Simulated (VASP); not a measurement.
A run of VASP 6.6.1:

INCAR

```
ALGO = Normal ; EDIFF = 1E-6
ENCUT = 520 ; GGA = PE
ISIF = 2 ; ISMEAR = -1
IVDW = 12 ; LASPH = T
LCHARG = T ; LELF = T
LREAL = Auto ; LVHAR = T
LWAVE = F ; NBANDS = 46
NELM = 80 ; PREC = Accurate
SIGMA = 0.02
```

Contents of KPOINTS:

```
Automatic mesh
0
Gamma
  2 2 2
  0.5 0.5 0.5
```

File POSCAR:

```
BN
1.0
    2.4636710000     -4.2672040000      0.0000000000
   -4.9273420000      0.0000000000      0.0000000000
    0.0000000000      0.0000000000     -6.5665220000
B N
8 8
Direct
    0.5296294717      0.4396690488      0.5129648541
    0.0360242913      0.4383095393      0.4994905979
    0.5343960589     -0.0600522406      0.5158810098
    0.0338249589     -0.0615383364      0.5016943520
    0.1776116164      0.2385354190      0.0108017608
    0.6634993312      0.2172004827      0.0189630066
    0.1632933415      0.7386073607      0.0196024623
    0.6680102475      0.7271079366      0.0165312779
    0.5034915134      0.3911420073      0.0134208033
   -0.0048547011      0.3994986777      0.0253170552
    0.4950232049     -0.1136449806      0.0116302055
   -0.0036082175     -0.0981777723      0.0072006155
    0.3674328670      0.1113703289      0.5190883393
    0.8617417869      0.1023960281      0.5104437326
    0.3682146436      0.6124136987      0.5027640203
    0.8644927686      0.6038518868      0.5018371978
```

Potentials or basis: VASP PAW PBE potentials, release 64 (B, N).

Launch:

```bash
$ cat potpaw_PBE.64/B/POTCAR potpaw_PBE.64/N/POTCAR > POTCAR
$ mpirun -np 1 vasp_std > vasp.out
```

Hardware: 1 thread of Intel Xeon 6975P-C, with other jobs on the host.

**Question.** How long does it take, and how much memory?

**Answer.** Wall time 2.8 min on 1 thread of Intel Xeon 6975P-C, on a shared host, peak memory 0.29 GiB. Counts: scf iterations 14, k points 12.
